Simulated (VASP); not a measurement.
RbAg3:

```xyz
4
Lattice="4.6015 0.0000 0.0000 0.0000 4.6015 0.0000 0.0000 0.0000 4.6015" Properties=species:S:1:pos:R:3 pbc="T T T"
Rb    0.0000    0.0000    0.0000
Ag    0.0000    2.3007    2.3007
Ag    2.3007    0.0000    2.3007
Ag    2.3007    2.3007    0.0000
```

| Quantity | Value |
| --- | --- |
| Program | VASP 6.6.1 |
| Task | relaxation of cell and atoms |
| Functional | PBE |
| Potentials or basis | VASP PAW PBE potentials, release 64 (Rb_sv, Ag) |
| Cutoff | 600 eV |
| k mesh | 10 × 10 × 10 |
| Occupations | gaussian, width 0.1 eV |
| Spin | no spin polarisation |

At the start: pressure 1.5 GPa; volume 24.36 Å³/atom.

Task: Where does the relaxation end?

Result: Over 3 steps the energy falls by 5.8 meV/atom and the volume is 25.69 Å³/atom (+5.5 %); space group Pm-3m (No. 221, to 0.1 Å) before and after.

The path:
```
step  energy change (eV)  largest force (eV/Å)  pressure (GPa)  volume (Å³)
   1              0.0000                0.0000            1.52        97.43
   2             -0.0203                0.0000            0.50       100.72
   3             -0.0233                0.0000           -0.02       102.77
```

Final structure:
```yaml
crystal:
  lattice:
    - [4.68401, 0.00000, 0.00000]
    - [0.00000, 4.68401, 0.00000]
    - [0.00000, 0.00000, 4.68401]
  atoms:
    - { symbol: Rb, position: [0.00000, 0.00000, 0.00000] }
    - { symbol: Ag, position: [0.00000, 0.50000, 0.50000] }
    - { symbol: Ag, position: [0.50000, 0.00000, 0.50000] }
    - { symbol: Ag, position: [0.50000, 0.50000, 0.00000] }
```
